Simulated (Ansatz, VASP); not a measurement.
## Two plane-wave programs on ZnO

```xyz
4
Lattice="3.2374 0.0000 0.0000 -1.6187 2.8036 0.0000 0.0000 0.0000 5.2221" Properties=species:S:1:pos:R:3 pbc="T T T"
Zn    1.6187    0.9345    2.6141
Zn    0.0000    1.8691    0.0031
O     1.6187    0.9345    4.5939
O     0.0000    1.8691    1.9829
```

Alike in both runs: task relaxation of the atoms; functional r2SCAN; k mesh 12 × 12 × 7; occupations fermi-dirac, width 0.01 eV; no spin polarisation.

|  | VASP | Ansatz |
| --- | --- | --- |
| version | VASP 6.6.1 | Ansatz 0.2.0 |
| potentials or method | VASP PAW PBE potentials, release 64 (Zn, O) | plane-wave PAW, scalar-relativistic |
| plane-wave cutoff (eV) | 520 | 500 |
| valence electrons in the cell | 36 | 36 |

|  | VASP | Ansatz | Ansatz less VASP |
| --- | --- | --- | --- |
| gap on the k mesh at the Fermi level, each at its own relaxed structure (eV) | 1.23 | 1.23 | +0.003 |

VASP's potentials were made for PBE, not for r2SCAN. Ansatz's warnings: stress scf threshold loose.

Noted on VASP's run: the relaxation stopped at its first step, so nothing moved.
